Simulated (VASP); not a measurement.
Runs of VASP 6.6.1 on Te. The structure is that of space group Fm-3m (No. 225), or close to it. The cells are those of the table. 

```csv
task,cell,k mesh,cutoff (eV),gap on the mesh (eV),pressure (GPa)
single point,"a = 3.220 Å, angles 60.0°, 1 atom",13 × 13 × 13,520,none,(b)
single point,"a = 3.268 Å, angles 60.0°, 1 atom",13 × 13 × 13,520,none,6.2
single point,"a = 3.404 Å, angles 60.0°, 1 atom",13 × 13 × 13,520,none,(a)
single point,"a = 3.490 Å, angles 60.0°, 1 atom",13 × 13 × 13,520,none,-5.6
single point,"a = 3.448 Å, angles 60.0°, 1 atom",13 × 13 × 13,520,none,-4.2
single point,"a = 3.360 Å, angles 60.0°, 1 atom",11 × 11 × 11,520,none,0.0
single point,"a = 3.315 Å, angles 60.0°, 1 atom",13 × 13 × 13,520,none,2.7
relaxation of cell and atoms,"relaxed from a = 3.442 Å, angles 60.0°, 1 atom",11 × 11 × 11,600,none,0.0
```

Alike in all rows: level PBEsol; potentials or basis VASP PAW PBE potentials, release 64 (Te); no spin polarisation; smearing fermi-dirac 0.1 eV.

Q: Fill in the values left out.

A: (a) -2.4; (b) 10.7.

Caveats: the PAW data sets were made with another functional, which shifts forces and pressure a little; spin-orbit coupling is left out, which moves the levels of the heavy elements.

A k mesh can miss the band edges, and the runs leave out spin-orbit coupling on Te.

A gap of «none» marks levels without a gap at the run's occupations.
